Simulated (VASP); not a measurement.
# Al16BrO23 (a cell with a defect) in VASP: electric field gradients with PBE

Aim: the electric field gradients of Al16BrO23 (a cell with a defect) with PBE.

Everything below comes from runs of VASP 6.6.1. Logs are shortened: lines on timing, memory, paths and dates and some standing lists are left out, and cuts for length are marked.

## 1. The cell of the first run

The cell holds a defect, 40 atoms: a = 7.064 Å, b = 7.064 Å, c = 7.064 Å, α = 85.72°, β = 85.72°, γ = 85.72°.

## 2. Electric field gradients, PBE

The input, INCAR:

```
SYSTEM = Al16BrO23
PREC = Accurate
ENCUT = 520
EDIFF = 1E-8
ISMEAR = -1
SIGMA = 0.01
LREAL = Auto
LASPH = .True.
NELM = 60
ALGO = Normal
ISIF = 2
LWAVE = .False.
LCHARG = .False.
GGA = PE
LEFG = .True.
NELECT = 192.0
NBANDS = 122
```

The input, KPOINTS:

```
regular mesh
0
Gamma
  3 3 3
  0 0 0
```

The input, POSCAR:

```
Al16BrO23
1.0
   -4.8050272208     -2.7741837594      4.3720844159
    4.8050272208     -2.7741837594      4.3720844159
    0.0000000000      5.5483675188      4.3720844159
Al Br O
16 1 23
Direct
    0.6479040000      0.6479040000      0.6479040000
    0.1479040000      0.1479040000      0.6479040000
    0.1479040000      0.6479040000      0.1479040000
    0.6479040000      0.1479040000      0.1479040000
    0.8520960000      0.8520960000      0.8520960000
    0.3520960000      0.3520960000      0.8520960000
    0.3520960000      0.8520960000      0.3520960000
    0.8520960000      0.3520960000      0.3520960000
    0.1479040000      0.1479040000      0.1479040000
    0.6479040000      0.6479040000      0.1479040000
    0.6479040000      0.1479040000      0.6479040000
    0.1479040000      0.6479040000      0.6479040000
    0.3520960000      0.3520960000      0.3520960000
    0.8520960000      0.8520960000      0.3520960000
    0.8520960000      0.3520960000      0.8520960000
    0.3520960000      0.8520960000      0.8520960000
    0.4030727500      0.5969272500      0.2500000000
    0.9030727500      0.0969272500      0.2500000000
    0.9030727500      0.5969272500      0.7500000000
    0.4030727500      0.0969272500      0.7500000000
    0.4030727500      0.7500000000      0.5969272500
    0.9030727500      0.2500000000      0.5969272500
    0.9030727500      0.7500000000      0.0969272500
    0.4030727500      0.2500000000      0.0969272500
    0.5969272500      0.2500000000      0.4030727500
    0.0969272500      0.7500000000      0.4030727500
    0.0969272500      0.2500000000      0.9030727500
    0.5969272500      0.7500000000      0.9030727500
    0.2500000000      0.4030727500      0.5969272500
    0.7500000000      0.9030727500      0.5969272500
    0.7500000000      0.4030727500      0.0969272500
    0.2500000000      0.9030727500      0.0969272500
    0.7500000000      0.5969272500      0.4030727500
    0.2500000000      0.0969272500      0.4030727500
    0.2500000000      0.5969272500      0.9030727500
    0.7500000000      0.0969272500      0.9030727500
    0.5969272500      0.4030727500      0.7500000000
    0.0969272500      0.9030727500      0.7500000000
    0.0969272500      0.4030727500      0.2500000000
    0.5969272500      0.9030727500      0.2500000000
```

Potentials or basis: VASP PAW PBE potentials, release 64 (Al, Br, O).

Launch:

```
$ cat potpaw_PBE.64/Al/POTCAR potpaw_PBE.64/Br/POTCAR potpaw_PBE.64/O/POTCAR > POTCAR
$ mpirun -np 1 vasp_std > vasp.out
```

OUTCAR:

```text
SYSTEM = Al16BrO23
   PREC = Accurate
   ENCUT = 520
   EDIFF = 1E-8
   ISMEAR = -1
   LREAL = Auto
   LASPH = .True.
   NELM = 60
   ISIF = 2
   GGA = PE
   NELECT = 192.0

 ion  position               nearest neighbor table
   1  0.648  0.648  0.648-  21 1.87  37 1.87  33 1.87  19 1.99  28 1.99  30 1.99   5 2.68  15 2.82
                            16 2.82  14 2.82   8 3.25   7 3.25   6 3.25
   2  0.148  0.148  0.648-  22 1.87  38 1.87  34 1.87  20 1.99  27 1.99  29 1.99   6 2.68  15 2.82
                            16 2.82  13 2.82   8 3.25   7 3.25   5 3.25
   3  0.148  0.648  0.148-  23 1.87  39 1.87  35 1.87  17 1.99  26 1.99  32 1.99   7 2.68  13 2.82
                            14 2.82  16 2.82   5 3.25   6 3.25   8 3.25
   4  0.648  0.148  0.148-  24 1.87  40 1.87  36 1.87  18 1.99  25 1.99  31 1.99   8 2.68  13 2.82
                            14 2.82  15 2.82   5 3.25   6 3.25   7 3.25
   5  0.852  0.852  0.852-  36 1.87  38 1.87  23 1.87  19 1.99  28 1.99  30 1.99   1 2.68  11 2.82
                            12 2.82  10 2.82   4 3.25   3 3.25   2 3.25
   6  0.352  0.352  0.852-  35 1.87  37 1.87  24 1.87  20 1.99  27 1.99  29 1.99   2 2.68  11 2.82
                            12 2.82   9 2.82   4 3.25   3 3.25   1 3.25
   7  0.352  0.852  0.352-  34 1.87  40 1.87  21 1.87  17 1.99  26 1.99  32 1.99   3 2.68   9 2.82
                            10 2.82  12 2.82   1 3.25   2 3.25   4 3.25
   8  0.852  0.352  0.352-  33 1.87  39 1.87  22 1.87  18 1.99  25 1.99  31 1.99   4 2.68   9 2.82
                            10 2.82  11 2.82   1 3.25   2 3.25   3 3.25
   9  0.148  0.148  0.148-  32 1.87  18 1.87  27 1.87  39 1.99  34 1.99  24 1.99  13 2.68   8 2.82
[... 37 lines left out ...]
  39  0.097  0.403  0.250-   3 1.87   8 1.87   9 1.99  13 1.99
  40  0.597  0.903  0.250-   4 1.87   7 1.87  10 1.99  14 1.99

  LATTYP: Found a trigonal (rhomboedric) cell.
 ALAT       =     7.0639581159
 COS(alpha) =     0.0746085784

  Lattice vectors:

 A1 = (  -4.8050272208,  -2.7741837594,   4.3720844159)
 A2 = (   4.8050272208,  -2.7741837594,   4.3720844159)
 A3 = (   0.0000000000,   5.5483675188,   4.3720844159)

Analysis of symmetry for initial positions (statically):
=====================================================================
 Subroutine PRICEL returns:
 Original cell was already a primitive cell.

 Routine SETGRP: Setting up the symmetry group for a
 trigonal (rhombohedral) supercell.

 Subroutine GETGRP returns: Found  2 space group operations
 (whereof  1 operations were pure point group operations)
 out of a pool of 12 trial point group operations.

The static configuration has the point symmetry C_1 .
 The point group associated with its full space group is C_2 .

Analysis of symmetry for dynamics (positions and initial velocities):
=====================================================================
 Subroutine PRICEL returns:
 Original cell was already a primitive cell.

 Routine SETGRP: Setting up the symmetry group for a
 trigonal (rhombohedral) supercell.

 Subroutine GETGRP returns: Found  2 space group operations
 (whereof  1 operations were pure point group operations)
 out of a pool of 12 trial point group operations.

The dynamic configuration has the point symmetry C_1 .
 The point group associated with its full space group is C_2 .

 Subroutine INISYM returns: Found  2 space group operations
 (whereof  1 operations are pure point group operations),
 and found     1 'primitive' translations

----------------------------------------------------------------------------------------

                                     Primitive cell

  volume of cell :     349.6801

  direct lattice vectors                    reciprocal lattice vectors
    -4.805027221 -2.774183759  4.372084416    -0.104057683 -0.060077731  0.076241285
     4.805027221 -2.774183759  4.372084416     0.104057683 -0.060077731  0.076241285
     0.000000000  5.548367519  4.372084416     0.000000000  0.120155463  0.076241285

  length of vectors
     7.063958116  7.063958116  7.063958116     0.142302736  0.142302736  0.142302736

  position of ions in fractional coordinates (direct lattice)
     0.647904000  0.647904000  0.647904000
     0.147904000  0.147904000  0.647904000
     0.147904000  0.647904000  0.147904000
     0.647904000  0.147904000  0.147904000
[... 135 lines left out ...]
   NELM   =     60;   NELMIN=  2; NELMDL= -5     # of ELM steps
   EDIFF  = 0.1E-07   stopping-criterion for ELM
   LREAL  =      T    real-space projection
   EDIFFG = 0.1E-06   stopping-criterion for IOM
   NSW    =      0    number of steps for IOM
   IBRION =     -1    ionic relax: 0-MD 1-quasi-New 2-CG
   NFREE  =      0    steps in history (QN), initial steepest desc. (CG)
   ISIF   =      2    stress and relaxation
   ISYM   =      2    0-nonsym 1-usesym 2-fastsym
   POTIM  = 0.5000    time-step for ionic-motion
   TEBEG  =    0.0;   TEEND  =   0.0 temperature during run
   PSTRESS=    0.0 pullay stress
   NELECT =     192.0000    total number of electrons
   NUPDOWN=      -1.0000    fix difference up-down
   EMIN   =  10.00;   EMAX   =-10.00  energy-range for DOS
   EFERMI =   0.00;   METHOD = LEGACY
   ISMEAR =    -1;   SIGMA  =   0.01  broadening in eV -4-tet -1-fermi 0-gaus
   EFERMI_NEDOS =   21; number of points for ismear=-14 and -15
   IALGO  =     38    algorithm
   IMIX   =      4    mixing-type and parameters
     AMIX     =   0.40;   BMIX     =  1.00
     AMIX_MAG =   1.60;   BMIX_MAG =  1.00
  volume/ion in A,a.u.               =       8.74        58.99
  Fermi-wavevector in a.u.,A,eV,Ry     =   1.340556  2.533283 24.450898  1.797090
  Thomas-Fermi vector in A             =   2.468859
   LORBIT       =      0    0 simple, 1 ext, 2 COOP (PROOUT), +10 PAW based schemes
   GGA     = PE    functional components
[... 5 lines left out ...]
 non-spin polarized calculation
  energy-cutoff  :      520.00
  volume of cell :      349.68
 maximum number of plane-waves:      9448
 NGX is ok and might be reduce to    54
   NGX = 27   NGY = 27   NGZ = 27

 number of electron     191.9999933 magnetization

 Free energy of the ion-electron system (eV)
  ---------------------------------------------------
  ext. energy  EPLUGINS =         0.00000000
  ---------------------------------------------------
  free energy    TOTEN  =      -289.14765663 eV

  energy without entropy =     -289.14765663  energy(sigma->0) =     -289.14765663

 E-fermi :   6.6712     XC(G=0): -11.6254

 val. band max:        6.3609668526   @ k =   0.0000   0.0000   0.0000
 cond. band min:      12.3722018552   @ k =   0.0000   0.0000   0.0000
 fundamental gap:      6.0112350026
 Fermi energy:         6.6712217800

 k-point     1 :       0.0000    0.0000    0.0000
  band No.  band energies     occupation
      1     -13.6677      2.00000
      2     -12.1559      2.00000
      3     -11.7152      2.00000
      4     -11.7094      2.00000
      5     -11.3518      2.00000
      6     -11.2173      2.00000
[... 1099 lines left out ...]
    107      15.8996      0.00000
    108      15.9935      0.00000
 [bands above 108 left out]

------------------------ aborting loop because EDIFF is reached ----------------------------------------

  FORCE on cell =-STRESS in cart. coord.  units (eV):
  Direction    XX          YY          ZZ          XY          YZ          ZX
  --------------------------------------------------------------------------------------
  -------------------------------------------------------------------------------------
  Total       25.7423924     21.4092819     19.4592991      0.0000000    -17.8203483      0.0000000
  in kB      117.9474680     98.0938582     89.1593533      0.0000000    -81.6499463      0.0000000
  external PRESSURE =     101.7335598 kB  Pullay stress =       0.0000000 kB

 VOLUME and BASIS-vectors are now :
 -----------------------------------------------------------------------------
  energy-cutoff  :      520.00
  volume of cell :      349.68
      direct lattice vectors                 reciprocal lattice vectors
    -4.805027221 -2.774183759  4.372084416    -0.104057683 -0.060077731  0.076241285
     4.805027221 -2.774183759  4.372084416     0.104057683 -0.060077731  0.076241285
     0.000000000  5.548367519  4.372084416     0.000000000  0.120155463  0.076241285

 POSITION                                       TOTAL-FORCE (eV/Angst)
 -----------------------------------------------------------------------------------
      0.00000      0.00000      8.49807        -0.285052      0.195444      0.488977
      0.00000      2.77418      4.12599         0.011004      0.233553     -0.147008
      2.40251     -1.38709      4.12599         7.849650      0.005106     -7.150716
     -2.40251     -1.38709      4.12599        -0.400265     -0.325062      0.008161
      0.00000      0.00000     11.17631         0.011004     -0.233553      0.147008
      0.00000      2.77418      6.80422        -0.285052     -0.195444     -0.488977
[... 32 lines left out ...]
      1.47104     -0.00000      3.27906         0.027876     -0.225659      0.324155
      1.47104     -2.77418      7.65115         0.027876      0.225659     -0.324155
 -----------------------------------------------------------------------------------
    total drift:                                0.007038     -0.000000     -0.000000

  FREE ENERGIE OF THE ION-ELECTRON SYSTEM (eV)
  ---------------------------------------------------
  free  energy   TOTEN  =      -289.1476566277 eV

  energy  without entropy=     -289.1476566277  energy(sigma->0) =     -289.14765663

 Electric field gradients (V/A^2)
---------------------------------------------------------------------
 ion       V_xx      V_yy      V_zz      V_xy      V_xz      V_yz
---------------------------------------------------------------------
   1      -2.479    -2.736     5.216     1.432     0.014     1.613
   2      -3.662    -2.326     5.988    -0.119     0.893    -0.426
   3     -12.298     8.524     3.774    -1.356    17.332     0.795
   4      -2.782    -2.954     5.736    -1.335    -0.031    -1.487
   5      -3.662    -2.326     5.988     0.119    -0.893    -0.426
   6      -2.479    -2.736     5.216    -1.432    -0.014     1.613
[... 32 lines left out ...]
  39       6.723    -8.466     1.743    -0.131    -3.283   -37.265
  40       6.723    -8.466     1.743     0.131     3.283   -37.265
---------------------------------------------------------------------

 Electric field gradients after diagonalization (V/A^2)
 (convention: |V_zz| > |V_xx| > |V_yy|)
----------------------------------------------------------------------
 ion       V_xx      V_yy      V_zz     asymmetry (V_yy - V_xx)/ V_zz
----------------------------------------------------------------------
   1      -4.200    -1.341     5.541       0.516
   2      -3.749    -2.344     6.093       0.230
   3      14.843     8.601   -23.444       0.266
   4      -4.331    -1.656     5.988       0.447
   5      -3.749    -2.344     6.093       0.230
   6      -4.200    -1.341     5.541       0.516
[... 32 lines left out ...]
  39      34.458     6.623   -41.081       0.678
  40      34.458     6.623   -41.081       0.678
----------------------------------------------------------------------

           NMR quadrupolar parameters

 Cq : quadrupolar parameter    Cq=e*Q*V_zz/h
 eta: asymmetry parameters     (V_yy - V_xx)/ V_zz
 Q  : nuclear electric quadrupole moment in mb (millibarn)
----------------------------------------------------------------------
 ion       Cq(MHz)       eta       Q (mb)
----------------------------------------------------------------------
   1       0.013       0.516       1.000
   2       0.015       0.230       1.000
   3      -0.057       0.266       1.000
   4       0.014       0.447       1.000
   5       0.015       0.230       1.000
   6       0.013       0.516       1.000
[... 32 lines left out ...]
  39      -0.099       0.678       1.000
  40      -0.099       0.678       1.000
----------------------------------------------------------------------
```

Wall time 16 min (1 thread of AMD EPYC 7R13 (Zen 3), shared host); peak memory 0.53 GiB.

What came out:

```yaml
Free_energy: -289.1477 eV
Largest_force: 15.548 eV/Å
Largest_electric_field_gradient_by_atom: Al +5.5, +6.1, -23.4, +6.0, +6.7, -37.0, +5.8, +6.5 (each value once); Br -18.3; O -41.9, -37.7, -39.9, -39.5, -40.5, -27.0, -34.5, -39.0, -42.8, -36.7, -37.0, -41.1 (each value once) V/Å²
```

Forces on the atoms (eV/Å):
```
Al   -0.285   0.195   0.489
Al    0.011   0.234  -0.147
Al    7.850   0.005  -7.151
Al   -0.400  -0.325   0.008
Al    0.011  -0.234   0.147
Al   -0.285  -0.195  -0.489
Al    7.850  -0.005   7.151
Al   -0.400   0.325  -0.008
Al    0.278   0.104  -0.264
Al   -7.661 -11.550   7.048
Al   -0.146   0.168   0.146
Al    0.466   0.675   0.077
Al   -7.661  11.550  -7.048
Al    0.278  -0.104   0.264
Al   -0.146  -0.168  -0.146
Al    0.466  -0.675  -0.077
Br   -0.775   0.000   0.000
O     0.003   0.000   0.000
O     0.009  -0.060   0.008
O     0.009   0.060  -0.008
O    -0.114  -0.187  -0.294
O     0.065  -0.147  -0.023
O    -0.081   0.200   0.100
O     0.235   0.050   0.352
O     0.362  -0.219  -0.132
O    -0.297  -0.150  -0.050
O    -0.071   0.016   0.218
O     0.154   0.478  -0.068
O     0.154  -0.478   0.068
O    -0.071  -0.016  -0.218
O     0.362   0.219   0.132
O    -0.297   0.150   0.050
O     0.235  -0.050  -0.352
O    -0.081  -0.200  -0.100
O    -0.114   0.187   0.294
O     0.065   0.147   0.023
O     0.220   0.000   0.000
O    -0.254   0.000   0.000
O     0.028  -0.226   0.324
O     0.028   0.226  -0.324
```

Levels at points of the mesh, in eV from the Fermi level:
```
           k point  band 94  band 95  band 96  band 97  band 98  band 99
(0.00, 0.00, 0.00)    -0.40    -0.36    -0.31     5.70     6.61     6.74
```

Electric field gradients, principal values (V/Å²):
```tsv
atom	least	middle	greatest (by size)
1 Al	-1.341	-4.200	5.541
2 Al	-2.344	-3.749	6.093
3 Al	8.601	14.843	-23.444
4 Al	-1.656	-4.331	5.988
5 Al	-2.344	-3.749	6.093
6 Al	-1.341	-4.200	5.541
7 Al	8.601	14.843	-23.444
8 Al	-1.656	-4.331	5.988
9 Al	-1.397	-5.259	6.656
10 Al	14.709	22.252	-36.961
11 Al	-2.203	-3.565	5.767
12 Al	-1.588	-4.936	6.524
13 Al	14.709	22.252	-36.961
14 Al	-1.397	-5.259	6.656
15 Al	-2.203	-3.565	5.767
16 Al	-1.588	-4.936	6.524
17 Br	6.135	12.154	-18.288
18 O	10.624	31.324	-41.947
19 O	9.161	28.517	-37.678
20 O	9.161	28.517	-37.678
21 O	9.585	30.334	-39.919
22 O	9.526	29.980	-39.506
23 O	10.016	30.493	-40.509
24 O	3.639	23.318	-26.957
25 O	5.014	29.448	-34.462
26 O	13.174	25.873	-39.047
27 O	9.527	29.515	-39.042
28 O	14.879	27.900	-42.779
29 O	14.879	27.900	-42.779
30 O	9.527	29.515	-39.042
31 O	5.014	29.448	-34.462
32 O	13.174	25.873	-39.047
33 O	3.639	23.318	-26.957
34 O	10.016	30.493	-40.509
35 O	9.585	30.334	-39.919
36 O	9.526	29.980	-39.506
37 O	8.673	27.984	-36.657
38 O	9.835	27.174	-37.009
39 O	6.623	34.458	-41.081
40 O	6.623	34.458	-41.081
```

Caveat: the cell carries a net charge on a neutralising background, which shifts energy and pressure; the cell is charged against a uniform background, so pressure and absolute levels hang on convention; without QUAD_EFG the Cq values of the log hold for a quadrupole moment of 1 mb, not for the nuclei.
